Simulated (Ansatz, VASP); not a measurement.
One calculation of H14CO7, two programs

```
O H C
1.0
     6.00832    0.00000    0.00000
     0.00000    6.00832    0.00000
     0.00000    0.00000    6.00832
O H C
7 14 1
Direct
  0.86491 0.31180 0.23568
  0.21813 0.60066 0.19817
  0.58039 0.69832 0.93539
  0.87593 0.06457 0.82459
  0.69084 0.77656 0.46063
  0.45617 0.16036 0.41564
  0.16362 0.74354 0.62338
  0.98728 0.41572 0.20873
  0.85189 0.23398 0.09450
  0.34698 0.64392 0.10875
  0.22928 0.68045 0.33940
  0.66927 0.83349 0.93157
  0.56217 0.66573 0.77925
  0.80435 0.06010 0.68052
  0.01498 0.98746 0.79589
  0.72059 0.68968 0.32932
  0.58906 0.89502 0.41506
  0.55919 0.26320 0.34509
  0.31145 0.19547 0.35534
  0.02707 0.57809 0.88097
  0.02615 0.43824 0.59931
  0.07131 0.58277 0.70210
```

Alike in both runs: functional r2SCAN; dispersion D3(BJ); k mesh 1 × 1 × 1; occupations fermi-dirac, width 0.05 eV; no spin polarisation.

Ansatz relaxed the structure, and its values are those at the end. VASP's run is a single point on that final structure, the one shown.

```csv
,VASP,Ansatz
version,VASP 6.6.1,Ansatz 0.2.0
potentials or method,"VASP PAW PBE potentials, release 64 (O_h, H_h, C_h), cutoff 1100 eV","scalar-relativistic, plane waves, PAW"
valence electrons in the cell,60,60
```

```tsv
	VASP	Ansatz	Ansatz less VASP
rms of the force components (eV/Å)	0.062	0.067	+0.0046
```

VASP's potentials were made for PBE, not for r2SCAN. Ansatz's warnings: dispersion damping borrowed.
